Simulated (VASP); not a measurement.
Write the native input for VASP 6.6.1 that does the following.

```yaml
Task: single point
Functional: r2SCAN
Potentials_or_basis: VASP PAW PBE potentials, release 64 (Mo_sv, S)
Cutoff: 520 eV
k_mesh: 12 × 12 × 2
Occupations: methfessel-paxton, width 0.1 eV
Spin: no spin polarisation
Dipole_correction: no
Further_INCAR_settings: ALGO = Normal; EDIFF = 1e-07; NBANDS = 20
```

MoS2, a slab with vacuum:

```xyz
3
Lattice="3.1841 0.0000 0.0000 -1.5921 2.7575 0.0000 0.0000 0.0000 17.3346" Properties=species:S:1:pos:R:3 pbc="T T T"
Mo    0.0000    0.0000    0.0000
S     0.0000    1.8384    1.5513
S     0.0000    1.8384   15.7833
```

The input as run:

POSCAR

```
MoS2
1.0
    3.1841260000      0.0000000000      0.0000000000
   -1.5920630000      2.7575340000      0.0000000000
    0.0000000000      0.0000000000     17.3346000000
Mo S
1 2
Direct
    0.0000000000      0.0000000000      0.0000000000
    0.3333333333      0.6666666667      0.0894930000
    0.3333333333      0.6666666667      0.9105070000
```

INCAR.step1

```
SYSTEM = MoS2
PREC = Accurate
ENCUT = 520
ISMEAR = 1
SIGMA = 0.1
LREAL = .False.
LASPH = .True.
NELM = 80
NBANDS = 20
GGA = PE
ALGO = Normal
EDIFF = 1E-4
LWAVE = .True.
LCHARG = .False.
```

INCAR.step2

```
SYSTEM = MoS2
PREC = Accurate
ENCUT = 520
EDIFF = 1E-7
ISMEAR = 1
SIGMA = 0.1
LREAL = .False.
LASPH = .True.
NELM = 80
ALGO = Normal
ISIF = 2
LWAVE = .False.
LCHARG = .False.
METAGGA = R2SCAN
LMIXTAU = .True.
NBANDS = 20
ISTART = 1
```

KPOINTS

```
Automatic mesh
0
Gamma
  12 12 2
  0 0 0
```

Potentials or basis: VASP PAW PBE potentials, release 64 (Mo_sv, S).

Command:

```bash
$ cat potpaw_PBE.64/Mo_sv/POTCAR potpaw_PBE.64/S/POTCAR > POTCAR
$ cp INCAR.step1 INCAR
$ mpirun -np 1 vasp_std > vasp.out
$ cp INCAR.step2 INCAR
$ mpirun -np 1 vasp_std > vasp.out
```

It gave:

```
Largest force          : 0.019 eV/Å
Band gap on the k mesh : 1.68 eV, indirect (least direct gap 1.77 eV)
```

Caveat: the PAW data sets were made with another functional, which shifts forces and pressure a little.

Wall time 11 min on 1 thread of Intel Xeon 6975P-C, on a shared host, peak memory 0.36 GiB.
